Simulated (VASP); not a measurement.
A run of VASP 6.6.1 is set up as follows.

Contents of INCAR:

```
SYSTEM = Ag2IBr
ALGO = Normal ; EDIFF = 1E-7
ENCUT = 520 ; GGA = PE
ISIF = 2 ; ISMEAR = 0
LASPH = .True. ; LCHARG = .False.
LREAL = .False. ; LWAVE = .False.
NBANDS = 26 ; NELM = 100
PREC = Accurate ; SIGMA = 0.01
```

KPOINTS

```
k-points
0
Gamma
  6 6 4
  0 0 0
```

Contents of POSCAR:

```
Ag2IBr
1.0
    4.3156205960      0.0000000000      0.0000000000
    0.0000000000      4.3156205960      0.0000000000
    0.0000000000      0.0000000000      6.0064978482
Br Ag I
1 2 1
Direct
    0.0000000000      0.0000000000      0.0000000000
    0.0000000000      0.0000000000      0.5000000000
    0.5000000000      0.5000000000      0.0000000000
    0.5000000000      0.5000000000      0.5000000000
```

Potentials or basis: VASP PAW PBE potentials, release 64 (Br, Ag, I).

The run is started by

```bash
$ cat potpaw_PBE.64/Br/POTCAR potpaw_PBE.64/Ag/POTCAR potpaw_PBE.64/I/POTCAR > POTCAR
$ mpirun -np 1 vasp_std > vasp.out
```

Question: What does it give for the band gap on the k mesh?

Answer: 0.59 eV (least direct gap 2.20 eV).

Question: Predict the pressure.

Answer: -1.1 GPa.

Stress tensor (GPa, compression positive):
```
-1.02  0.00  0.00
 0.00 -1.02  0.00
 0.00  0.00 -1.13
```

Caveat: spin-orbit coupling is left out, which moves the levels of the heavy elements. A k mesh can miss the band edges.
